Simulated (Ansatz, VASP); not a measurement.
## Two plane-wave programs on TiO2

Contents of POSCAR:

```
TiO2
1.0
    2.6711600402     -2.6712510909     -0.0201684190
    2.6711600402      2.6712510909     -0.0201684190
   -2.6353413730      0.0000000000      4.8120473783
Ti O
2 4
Direct
    0.1249747467      0.8750252533      0.2500000000
    0.8750252533      0.1249747467      0.7500000000
    0.3091208439      0.0590872612      0.6175928585
    0.6677180581      0.9177516408      0.3354553499
    0.9177516408      0.6677180581      0.8354553499
    0.0822483592      0.3322819419      0.1645446501
```

The input INCAR.step1:

```
SYSTEM = TiO2
PREC = Accurate
ENCUT = 520
ISMEAR = 0
SIGMA = 0.05
LREAL = .False.
LASPH = .True.
NELM = 100
NBANDS = 33
GGA = PE
ALGO = Normal
EDIFF = 1E-4
LWAVE = .True.
LCHARG = .False.
```

INCAR.step2

```
SYSTEM = TiO2
PREC = Accurate
ENCUT = 520
EDIFF = 1E-6
ISMEAR = 0
SIGMA = 0.05
LREAL = .False.
LASPH = .True.
NELM = 100
ALGO = Normal
ISIF = 2
LWAVE = .False.
LCHARG = .False.
METAGGA = R2SCAN
LMIXTAU = .True.
NBANDS = 33
ISTART = 1
```

The input KPOINTS:

```
Automatic mesh
0
Gamma
  6 6 6
  0 0 0
```

Input for Ansatz:

```yaml
crystal:
  lattice:
    - [2.6711600402, -2.6712510909, -0.020168419]
    - [2.6711600402, 2.6712510909, -0.020168419]
    - [-2.635341373, 0.0, 4.8120473783]
  atoms:
    - { symbol: Ti, position: [0.1249747467, 0.8750252533, 0.25] }
    - { symbol: Ti, position: [0.8750252533, 0.1249747467, 0.75] }
    - { symbol: O, position: [0.3091208439, 0.0590872612, 0.6175928585] }
    - { symbol: O, position: [0.6677180581, 0.9177516408, 0.3354553499] }
    - { symbol: O, position: [0.9177516408, 0.6677180581, 0.8354553499] }
    - { symbol: O, position: [0.0822483592, 0.3322819419, 0.1645446501] }
basis:
  ecutwfc: 500
kpoints:
  mp_grid: { grid: [6, 6, 6] }
hamiltonian:
  xc: r2scan
scf:
  occupations: { method: gaussian, width: 0.05 }
output:
  forces: true
  stress: true
  eigenvalues: true
```

Alike in both runs: task single point; functional r2SCAN; k mesh 6 × 6 × 6; occupations gaussian, width 0.05 eV; no spin polarisation.

|  | VASP | Ansatz |
| --- | --- | --- |
| version | VASP 6.6.1 | Ansatz 0.2.0 |
| potentials or method | VASP PAW PBE potentials, release 64 (Ti_sv, O), cutoff 520 eV | scalar-relativistic, plane waves, PAW |
| valence electrons in the cell | 48 | 48 |

```csv
,VASP,Ansatz,Ansatz less VASP
gap on the k mesh at the Fermi level (eV),2.48,2.45,-0.028
least direct gap on the mesh (eV),2.65,2.62,-0.032
pressure (GPa),7.3,6.0,-1.27
"traceless stress, the component that is largest in VASP (GPa)",10.21,10.00,-0.217
rms of the force components (eV/Å),1.337,1.297,-0.0401
```

VASP's potentials were made for PBE, not for r2SCAN. Atom by atom the forces differ by 0.048 eV/Å (rms over components). With one functional, cell and mesh, what is left measures potentials, basis and numerics.
